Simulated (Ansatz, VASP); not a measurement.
# InSb in VASP and in Ansatz

INCAR

```
PREC = Accurate ; ENCUT = 520
EDIFF = 1E-6 ; ISMEAR = -1
SIGMA = 0.08 ; LREAL = F
LASPH = T ; NELM = 60
ALGO = Normal ; ISIF = 2
LWAVE = F ; LCHARG = F
GGA = PE ; NBANDS = 16
```

KPOINTS

```
Automatic mesh
0
Gamma
  11 11 11
```

File POSCAR:

```
InSb
1.0
    3.2801433319      0.0000000000      0.0000000000
    0.0000000000      3.2801433319      0.0000000000
    0.0000000000      0.0000000000      3.2801433319
In Sb
1 1
Direct
    0.0000000000      0.0000000000      0.0000000000
    0.5000000000      0.5000000000      0.5000000000
```

Input for Ansatz:

```yaml
crystal:
  lattice:
    - [3.2801433319, 0.0, 0.0]
    - [0.0, 3.2801433319, 0.0]
    - [0.0, 0.0, 3.2801433319]
  atoms:
    - { symbol: In, position: [0.0, 0.0, 0.0] }
    - { symbol: Sb, position: [0.5, 0.5, 0.5] }
kpoints:
  mp_grid: { grid: [11, 11, 11] }
scf:
  occupations: { method: fermi_dirac, width: 0.08 }
hamiltonian:
  xc: pbe
  pseudopotentials: { kind: all_electron, lapw: { basis_error: 0.001 } }
output:
  forces: true
  stress: true
  eigenvalues: true
  populations: true
```

Change from the starting cell: volume scaled by 0.64, LAPW.

Alike in both runs: task single point; functional PBE; k mesh 11 × 11 × 11; occupations fermi-dirac, width 0.08 eV; no spin polarisation.

```csv
,VASP,Ansatz
version,VASP 6.6.1,Ansatz 0.2.0
potentials or method,"VASP PAW PBE potentials, release 64 (In_d, Sb), cutoff 520 eV","all-electron LAPW, scalar-relativistic"
```

```csv
,VASP,Ansatz,Ansatz less VASP
pressure (GPa),61.0,60.7,-0.23
```

Both programs put the cell under a high pressure, so it lies far from rest at this level. Ansatz ran all-electron here, and VASP with PAW potentials.

Neither program's run includes spin-orbit coupling. Noted on VASP's run: the cell as given lies far from equilibrium.
